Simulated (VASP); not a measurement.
Here is a VASP 6.6.1 calculation.

File INCAR:

```
SYSTEM = Pt
  PREC = Accurate
  ENCUT = 520
  EDIFF = 1E-6
  ISMEAR = -1
  SIGMA = 0.08
  LREAL = .FALSE.
  LASPH = .TRUE.
  NELM = 100
  ALGO = Normal
  ISIF = 2
  LWAVE = .FALSE.
  LCHARG = .FALSE.
  GGA = PE
  NBANDS = 22
```

The input KPOINTS:

```
regular mesh
0
G
  10 10 13
  0 0 0
```

The input POSCAR:

```
Pt
1.0
    3.8442066781      0.0000000000      0.0000000000
   -1.9221033391      3.3291806407      0.0000000000
    0.0000000000      0.0000000000      2.2872534340
Pt
3
Direct
    0.0000000000      0.0000000000      0.0000000000
    0.3333333333      0.6666666667      0.5000000000
    0.6666666667      0.3333333333      0.5000000000
```

Potentials or basis: VASP PAW PBE potentials, release 64 (Pt).

The run is started by

```bash
$ cat potpaw_PBE.64/Pt/POTCAR > POTCAR
$ mpirun -np 1 vasp_std > vasp.out
```

**Question.** What does it give for the band gap on the k mesh?

**Answer.** Zero (bands 15 and 16 overlap by 2.95 eV).

**Question.** What does it give for the pressure?

**Answer.** 422.5 GPa.

Stress tensor (GPa, compression positive):
```
422.08   0.00   0.00
  0.00 422.08   0.00
  0.00   0.00 423.20
```

Caveat: the cell stands under pressure; spin-orbit coupling is left out, which moves the levels of the heavy elements.
